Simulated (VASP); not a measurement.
A run of VASP 6.6.1 is set up as follows.

File POSCAR:

```
InAs
1.0
    0.0000000000      3.0180000000      3.0180000000
    3.0180000000      0.0000000000      3.0180000000
    3.0180000000      3.0180000000      0.0000000000
In As
1 1
Direct
    0.0000000000      0.0000000000      0.0000000000
    0.7500000000      0.7500000000      0.7500000000
```

The input INCAR.step1:

```
  PREC = Accurate
  ENCUT = 520
  EDIFF = 1E-5
  ISMEAR = -1
  SIGMA = 0.05
  LREAL = False
  LASPH = True
  NELM = 60
  ALGO = Normal
  ISIF = 2
  LWAVE = True
  NBANDS = 16
  GGA = PE
```

The input INCAR.step2:

```
  PREC = Accurate
  ENCUT = 520
  EDIFF = 1E-7
  ISMEAR = -1
  SIGMA = 0.05
  LREAL = False
  LASPH = True
  NELM = 60
  ALGO = Normal
  ISIF = 2
  LWAVE = False
  LCHARG = True
  METAGGA = R2SCAN
  LHFCALC = True
  AEXX = 0.1
  LMIXTAU = True
  PRECFOCK = Normal
  LELF = True
  LVHAR = True
  NBANDS = 16
  ISTART = 1
```

KPOINTS

```
regular mesh
0
Gamma
  4 4 4
```

Potentials or basis: VASP PAW PBE potentials, release 64 (In_d, As).

The run is started by

```bash
$ cat potpaw_PBE.64/In_d/POTCAR potpaw_PBE.64/As/POTCAR > POTCAR
$ cp INCAR.step1 INCAR
$ mpirun -np 1 vasp_std > vasp.out
$ cp INCAR.step2 INCAR
$ mpirun -np 1 vasp_std > vasp.out
```

(1) Predict the band gap on the k mesh.

(2) Estimate the pressure.

## Answers

(1) 0.77 eV, direct.

(2) 1.7 GPa.

Caveat: the k points lie up to 0.45 Å⁻¹ apart; the PAW data sets were made with another functional, which shifts forces and pressure a little; spin-orbit coupling is left out, which moves the levels of the heavy elements.
